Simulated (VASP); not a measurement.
# HfN (Fm-3m) in VASP: further runs

HfN is run at these levels: PBE; tasks: single point.

All numbers are computed with VASP 6.6.1; they aren't measurements. Logs are shortened: lines on timing, memory, paths and dates and some standing lists are left out, and cuts for length are marked.

## (1) The cell of the first run

Symmetry: Fm-3m, No. 225, cubic system. Conventional cell: a = 4.533 Å, b = 4.533 Å, c = 4.533 Å, α = 90.00°, β = 90.00°, γ = 90.00°. Within 3.0 Å of Hf (site symmetry m-3m) lie 6 N at 2.27 Å. N (site symmetry m-3m) has 6 Hf at 2.27 Å within 3.0 Å.

## (2) Single point, PBE (volume scaled by 1.01)

INCAR reads:

```
ALGO = Normal ; EDIFF = 1E-6
ENCUT = 600 ; GGA = PE
GGA_COMPAT = False ; ISIF = 2
ISMEAR = -1 ; LASPH = True
LCHARG = False ; LREAL = False
LWAVE = False ; NBANDS = 14
NELM = 120 ; PREC = Accurate
SIGMA = 0.03
```

KPOINTS reads:

```
k-points
0
Gamma
  10 10 10
```

POSCAR reads:

```
HfN
1.0
    0.0000000000      2.2665050385      2.2665050385
    2.2665050385      0.0000000000      2.2665050385
    2.2665050385      2.2665050385      0.0000000000
Hf N
1 1
Direct
    0.0000000000      0.0000000000      0.0000000000
    0.5000000000      0.5000000000      0.5000000000
```

Potentials or basis: VASP PAW PBE potentials, release 64 (Hf_pv, N).

Started as:

```console
$ cat potpaw_PBE.64/Hf_pv/POTCAR potpaw_PBE.64/N/POTCAR > POTCAR
$ mpirun -np 1 vasp_std > vasp.out
```

OUTCAR:

```text
EDIFF = 1E-6
   ENCUT = 600
   GGA = PE
   ISIF = 2
   ISMEAR = -1
   LASPH = True
   LREAL = False
   NELM = 120
   PREC = Accurate

 ion  position               nearest neighbor table
   1  0.000  0.000  0.000-   2 2.27   2 2.27   2 2.27   2 2.27   2 2.27   2 2.27
   2  0.500  0.500  0.500-   1 2.27   1 2.27   1 2.27   1 2.27   1 2.27   1 2.27

  LATTYP: Found a face centered cubic cell.
 ALAT       =     4.5330100770

  Lattice vectors:

 A1 = (   0.0000000000,   2.2665050385,   2.2665050385)
 A2 = (   2.2665050385,   0.0000000000,   2.2665050385)
 A3 = (   2.2665050385,   2.2665050385,   0.0000000000)

Analysis of symmetry for initial positions (statically):
=====================================================================
 Subroutine PRICEL returns:
 Original cell was already a primitive cell.

 Routine SETGRP: Setting up the symmetry group for a
 face centered cubic supercell.

 Subroutine GETGRP returns: Found 48 space group operations
 (whereof 48 operations were pure point group operations)
 out of a pool of 48 trial point group operations.

The static configuration has the point symmetry O_h .

Analysis of symmetry for dynamics (positions and initial velocities):
=====================================================================
 Subroutine PRICEL returns:
 Original cell was already a primitive cell.

 Routine SETGRP: Setting up the symmetry group for a
 face centered cubic supercell.

 Subroutine GETGRP returns: Found 48 space group operations
 (whereof 48 operations were pure point group operations)
 out of a pool of 48 trial point group operations.

The dynamic configuration has the point symmetry O_h .

 Subroutine INISYM returns: Found 48 space group operations
 (whereof 48 operations are pure point group operations),
 and found     1 'primitive' translations

----------------------------------------------------------------------------------------

                                     Primitive cell

  volume of cell :      23.2863

  direct lattice vectors                    reciprocal lattice vectors
     0.000000000  2.266505039  2.266505039    -0.220603966  0.220603966  0.220603966
     2.266505039  0.000000000  2.266505039     0.220603966 -0.220603966  0.220603966
     2.266505039  2.266505039  0.000000000     0.220603966  0.220603966 -0.220603966

  length of vectors
[... 84 lines left out ...]
   EDIFFG = 0.1E-04   stopping-criterion for IOM
   NSW    =      0    number of steps for IOM
   IBRION =     -1    ionic relax: 0-MD 1-quasi-New 2-CG
   NFREE  =      0    steps in history (QN), initial steepest desc. (CG)
   ISIF   =      2    stress and relaxation
   ISYM   =      2    0-nonsym 1-usesym 2-fastsym
   POTIM  = 0.5000    time-step for ionic-motion
   TEBEG  =    0.0;   TEEND  =   0.0 temperature during run
   PSTRESS=    0.0 pullay stress
   NELECT =      15.0000    total number of electrons
   NUPDOWN=      -1.0000    fix difference up-down
   EMIN   =  10.00;   EMAX   =-10.00  energy-range for DOS
   EFERMI =   0.00;   METHOD = LEGACY
   ISMEAR =    -1;   SIGMA  =   0.03  broadening in eV -4-tet -1-fermi 0-gaus
   EFERMI_NEDOS =   21; number of points for ismear=-14 and -15
   IALGO  =     38    algorithm
   IMIX   =      4    mixing-type and parameters
     AMIX     =   0.40;   BMIX     =  1.00
     AMIX_MAG =   1.60;   BMIX_MAG =  1.00
  volume/ion in A,a.u.               =      11.64        78.57
  Fermi-wavevector in a.u.,A,eV,Ry     =   1.413856  2.671801 27.197900  1.998989
  Thomas-Fermi vector in A             =   2.535459
   LORBIT       =      0    0 simple, 1 ext, 2 COOP (PROOUT), +10 PAW based schemes
   GGA     = PE    functional components
   LHFCALC =     F    Hartree Fock is set to
   AEXX    =    0.0000 exact exchange contribution
   IVDW    =     0    specifies the selected vdW correction
   LEPSILON=     F    determine dielectric tensor
   LRPA    =     F    only Hartree local field effects (RPA)
 non-spin polarized calculation
  energy-cutoff  :      600.00
  volume of cell :       23.29
 maximum number of plane-waves:       794
 NGX is ok and might be reduce to    28
   NGX = 13   NGY = 13   NGZ = 13

 number of electron      15.0000001 magnetization

 Free energy of the ion-electron system (eV)
  ---------------------------------------------------
  ext. energy  EPLUGINS =         0.00000000
  ---------------------------------------------------
  free energy    TOTEN  =       -21.75309405 eV

  energy without entropy =      -21.75042210  energy(sigma->0) =      -21.75175808

 E-fermi :   8.3325     XC(G=0): -12.6800

 val. band max:        8.2892300028   @ k =  -0.4000   0.3000   0.0000
 cond. band min:       8.3463399968   @ k =  -0.1000   0.1000   0.0000
 fundamental gap:      0.0571099940
 Fermi energy:         8.3325481478

 k-point     1 :       0.0000    0.0000    0.0000
  band No.  band energies     occupation
      1     -22.8898      2.00000
      2     -22.8898      2.00000
      3     -22.8898      2.00000
      4      -9.1594      2.00000
      5       5.2750      2.00000
      6       5.2750      2.00000
      7       5.2750      2.00000
      8       7.9573      1.99999
      9       7.9573      1.99999
     10       7.9573      1.99999
     11       9.9967      0.00000
     12      10.2436      0.00000
     13      10.2436      0.00000
     14      17.8384      0.00000
[... 377 lines left out ...]
      1     -23.5379      2.00000
      2     -23.1438      2.00000
      3     -23.1160      2.00000
      4      -7.7828      2.00000
      5       1.7162      2.00000
      6       3.7040      2.00000
      7       4.1774      2.00000
      8       5.8486      2.00000
      9      12.3291      0.00000
     10      12.7925      0.00000
     11      12.9780      0.00000
     12      13.0212      0.00000
     13      17.3300      0.00000
     14      19.4982      0.00000

 [... further k-points ...]
[... 5 lines left out ...]
  --------------------------------------------------------------------------------------
  -------------------------------------------------------------------------------------
  Total        0.0283592      0.0283592      0.0283592      0.0000000      0.0000000      0.0000000
  in kB        1.9512102      1.9512102      1.9512102      0.0000000      0.0000000      0.0000000
  external PRESSURE =       1.9512102 kB  Pullay stress =       0.0000000 kB

 VOLUME and BASIS-vectors are now :
 -----------------------------------------------------------------------------
  energy-cutoff  :      600.00
  volume of cell :       23.29
      direct lattice vectors                 reciprocal lattice vectors
     0.000000000  2.266505039  2.266505039    -0.220603966  0.220603966  0.220603966
     2.266505039  0.000000000  2.266505039     0.220603966 -0.220603966  0.220603966
     2.266505039  2.266505039  0.000000000     0.220603966  0.220603966 -0.220603966

 POSITION                                       TOTAL-FORCE (eV/Angst)
 -----------------------------------------------------------------------------------
      0.00000      0.00000      0.00000        -0.000000      0.000000     -0.000000
      2.26651      2.26651      2.26651         0.000000     -0.000000      0.000000
 -----------------------------------------------------------------------------------
    total drift:                                0.000000      0.000000      0.000000

  FREE ENERGIE OF THE ION-ELECTRON SYSTEM (eV)
  ---------------------------------------------------
  free  energy   TOTEN  =       -21.7530940504 eV

  energy  without entropy=      -21.7504221039  energy(sigma->0) =      -21.75175808
```

It used 41 s of CPU time on 1 thread of AMD EPYC 7R13 Processor (Zen 3) (shared host).

Results:

- Free energy: -21.7531 eV
- Pressure: 0.2 GPa

Caveat: spin-orbit coupling is left out, which moves the levels of the heavy elements.

## (3) Single point, PBE (volume scaled by 1.02)

INCAR reads:

```
PREC = Accurate
ENCUT = 600
EDIFF = 1E-6
ISMEAR = -1
SIGMA = 0.03
LREAL = False
LASPH = True
NELM = 120
ALGO = Normal
ISIF = 2
LWAVE = False
LCHARG = False
GGA = PE
NBANDS = 14
GGA_COMPAT = False
```

KPOINTS reads:

```
Automatic mesh
0
Gamma
  10 10 10
```

POSCAR reads:

```
HfN
1.0
    0.0000000000      2.2739607009      2.2739607009
    2.2739607009      0.0000000000      2.2739607009
    2.2739607009      2.2739607009      0.0000000000
Hf N
1 1
Direct
    0.0000000000      0.0000000000      0.0000000000
    0.5000000000      0.5000000000      0.5000000000
```

Potentials or basis: VASP PAW PBE potentials, release 64 (Hf_pv, N).

Started as:

```console
$ cat potpaw_PBE.64/Hf_pv/POTCAR potpaw_PBE.64/N/POTCAR > POTCAR
$ mpirun -np 1 vasp_std > vasp.out
```

OUTCAR:

```text
PREC = Accurate
   ENCUT = 600
   EDIFF = 1E-6
   ISMEAR = -1
   LREAL = False
   LASPH = True
   NELM = 120
   ISIF = 2
   GGA = PE

 ion  position               nearest neighbor table
   1  0.000  0.000  0.000-   2 2.27   2 2.27   2 2.27   2 2.27   2 2.27   2 2.27
   2  0.500  0.500  0.500-   1 2.27   1 2.27   1 2.27   1 2.27   1 2.27   1 2.27

  LATTYP: Found a face centered cubic cell.
 ALAT       =     4.5479214018

  Lattice vectors:

 A1 = (   0.0000000000,   2.2739607009,   2.2739607009)
 A2 = (   2.2739607009,   0.0000000000,   2.2739607009)
 A3 = (   2.2739607009,   2.2739607009,   0.0000000000)

Analysis of symmetry for initial positions (statically):
=====================================================================
 Subroutine PRICEL returns:
 Original cell was already a primitive cell.

 Routine SETGRP: Setting up the symmetry group for a
 face centered cubic supercell.

 Subroutine GETGRP returns: Found 48 space group operations
 (whereof 48 operations were pure point group operations)
 out of a pool of 48 trial point group operations.

The static configuration has the point symmetry O_h .

Analysis of symmetry for dynamics (positions and initial velocities):
[... 170 lines left out ...]
      3     -23.0161      2.00000
      4      -9.1880      2.00000
      5       5.2000      2.00000
      6       5.2000      2.00000
      7       5.2000      2.00000
      8       7.8750      1.99999
      9       7.8750      1.99999
     10       7.8750      1.99999
     11       9.8170      0.00000
     12      10.1322      0.00000
     13      10.1322      0.00000
     14      17.7272      0.00000
[... 377 lines left out ...]
      1     -23.6408      2.00000
      2     -23.2613      2.00000
      3     -23.2345      2.00000
      4      -7.8282      2.00000
      5       1.6556      2.00000
      6       3.6403      2.00000
      7       4.1064      2.00000
      8       5.7854      2.00000
      9      12.1892      0.00000
     10      12.6293      0.00000
     11      12.8269      0.00000
     12      12.8512      0.00000
     13      17.1312      0.00000
     14      19.2794      0.00000

 [... further k-points ...]
[... 5 lines left out ...]
  --------------------------------------------------------------------------------------
  -------------------------------------------------------------------------------------
  Total       -0.3556639     -0.3556639     -0.3556639      0.0000000     -0.0000000     -0.0000000
  in kB      -24.2310122    -24.2310122    -24.2310122      0.0000000     -0.0000000     -0.0000000
  external PRESSURE =     -24.2310122 kB  Pullay stress =       0.0000000 kB

 VOLUME and BASIS-vectors are now :
 -----------------------------------------------------------------------------
  energy-cutoff  :      600.00
  volume of cell :       23.52
      direct lattice vectors                 reciprocal lattice vectors
     0.000000000  2.273960701  2.273960701    -0.219880669  0.219880669  0.219880669
     2.273960701  0.000000000  2.273960701     0.219880669 -0.219880669  0.219880669
     2.273960701  2.273960701  0.000000000     0.219880669  0.219880669 -0.219880669

 POSITION                                       TOTAL-FORCE (eV/Angst)
 -----------------------------------------------------------------------------------
      0.00000      0.00000      0.00000        -0.000000      0.000000     -0.000000
      2.27396      2.27396      2.27396         0.000000      0.000000      0.000000
 -----------------------------------------------------------------------------------
    total drift:                                0.000000      0.000000      0.000000

  FREE ENERGIE OF THE ION-ELECTRON SYSTEM (eV)
  ---------------------------------------------------
  free  energy   TOTEN  =       -21.7517911500 eV

  energy  without entropy=      -21.7491055906  energy(sigma->0) =      -21.75044837
```

OSZICAR:

```text
N       E                     dE             d eps       ncg     rms          rms(c)
DAV:   1     0.424522734733E+02    0.42452E+02   -0.83933E+03  1324   0.112E+03
DAV:   2    -0.225036149723E+02   -0.64956E+02   -0.60636E+02  1690   0.258E+02
DAV:   3    -0.247548579827E+02   -0.22512E+01   -0.22417E+01  1594   0.393E+01
DAV:   4    -0.247639186669E+02   -0.90607E-02   -0.90597E-02  1502   0.288E+00
DAV:   5    -0.247639792700E+02   -0.60603E-04   -0.60602E-04  1544   0.209E-01    0.471E+01
DAV:   6    -0.218659121684E+02    0.28981E+01   -0.83560E+00  1478   0.228E+01    0.401E+01
DAV:   7    -0.217811055459E+02    0.84807E-01   -0.48889E-01  1610   0.625E+00    0.262E+01
DAV:   8    -0.217587533761E+02    0.22352E-01   -0.12511E-01  1520   0.317E+00    0.672E+00
DAV:   9    -0.217518522455E+02    0.69011E-02   -0.16636E-02  1508   0.111E+00    0.201E+00
DAV:  10    -0.217518227671E+02    0.29478E-04   -0.98517E-04  1708   0.296E-01    0.438E-01
DAV:  11    -0.217517934191E+02    0.29348E-04   -0.61206E-05  1568   0.771E-02    0.117E-01
DAV:  12    -0.217517913017E+02    0.21174E-05   -0.73180E-06  1750   0.228E-02    0.985E-03
DAV:  13    -0.217517911500E+02    0.15169E-06   -0.17805E-07   910   0.450E-03
   1 F= -.21751791E+02 E0= -.21750448E+02  d E =-.268556E-02
```

stdout:

```text
POSCAR found type information on POSCAR HfN
 POSCAR found :  2 types and       2 ions
 scaLAPACK will be used
 LDA part: xc-table for (Slater+PW92), standard interpolation
 POSCAR, INCAR and KPOINTS ok, starting setup
 FFT: planning ... GRIDC
 FFT: planning ... GRID_SOFT
 FFT: planning ... GRID
 WAVECAR not read
 entering main loop
```

It used 32 s of CPU time on 1 thread of AMD EPYC 7R13 Processor (Zen 3), with other jobs on the host.

What came out:

| Property | Result |
| --- | --- |
| Free energy | -21.7518 eV |
| Pressure | -2.4 GPa |

Levels at points of the mesh, in eV from the Fermi level:
```csv
k point,band 6,band 7,band 8,band 9,band 10,band 11
"(0.00, 0.00, 0.00)",-3.04,-3.04,-0.37,-0.37,-0.37,1.57
"(0.50, 0.00, 0.00)",-6.12,-6.12,3.15,3.57,3.57,4.29
"(0.50, 0.50, 0.00)",-3.75,-3.72,-3.72,3.96,5.33,5.34
```

Caveat: spin-orbit coupling is left out, which moves the levels of the heavy elements.

## (4) Single point, PBE (volume scaled by 1.04)

INCAR reads:

```
SYSTEM = HfN
ALGO = Normal
EDIFF = 1E-6
ENCUT = 600
GGA = PE
GGA_COMPAT = .False.
ISIF = 2
ISMEAR = -1
LASPH = .True.
LCHARG = .False.
LREAL = .False.
LWAVE = .False.
NBANDS = 14
NELM = 120
PREC = Accurate
SIGMA = 0.03
```

KPOINTS reads:

```
k-points
0
Gamma
  10 10 10
  0 0 0
```

POSCAR reads:

```
HfN
1.0
    0.0000000000      2.2887270932      2.2887270932
    2.2887270932      0.0000000000      2.2887270932
    2.2887270932      2.2887270932      0.0000000000
Hf N
1 1
Direct
    0.0000000000      0.0000000000      0.0000000000
    0.5000000000      0.5000000000      0.5000000000
```

Started as:

```console
$ cat potpaw_PBE.64/Hf_pv/POTCAR potpaw_PBE.64/N/POTCAR > POTCAR
$ mpirun -np 1 vasp_std > vasp.out
```

It used 29 s of CPU time on 1 thread of AMD EPYC 7R13 Processor (Zen 3), with other jobs on the host.

It converged, with:

```
Free energy : -21.7384 eV
Pressure    : -7.3 GPa
```

Levels at points of the mesh, in eV from the Fermi level:
```
           k point  band 5  band 6  band 7  band 8  band 9  band 10  band 11  band 12
(0.00, 0.00, 0.00)   -3.02   -3.02   -3.02   -0.36   -0.36    -0.36     1.40     1.84
(0.50, 0.00, 0.00)   -8.69   -6.02   -6.02    3.07    3.48     3.48     4.19     8.34
(0.50, 0.50, 0.00)   -5.44   -3.71   -3.71   -3.67    3.86     5.11     5.19     5.19
```

Caveat: spin-orbit coupling is left out, which moves the levels of the heavy elements.

## (5) The runs side by side

```tsv
cell	gap on the mesh (eV)	pressure (GPa)
a = 3.205 Å, angles 60.0°, 2 atoms	none	0.2
a = 3.216 Å, angles 60.0°, 2 atoms	none	-2.4
a = 3.237 Å, angles 60.0°, 2 atoms	none	-7.3
```

Alike in all rows: task single point; level PBE; potentials or basis VASP PAW PBE potentials, release 64 (Hf_pv, N); no spin polarisation; k mesh 10 × 10 × 10; cutoff (eV) 600; smearing fermi-dirac 0.03 eV.

Caveats: spin-orbit coupling is left out, which moves the levels of the heavy elements.

Total energies depend on the potentials used, so only differences within one code and one set of settings carry meaning.
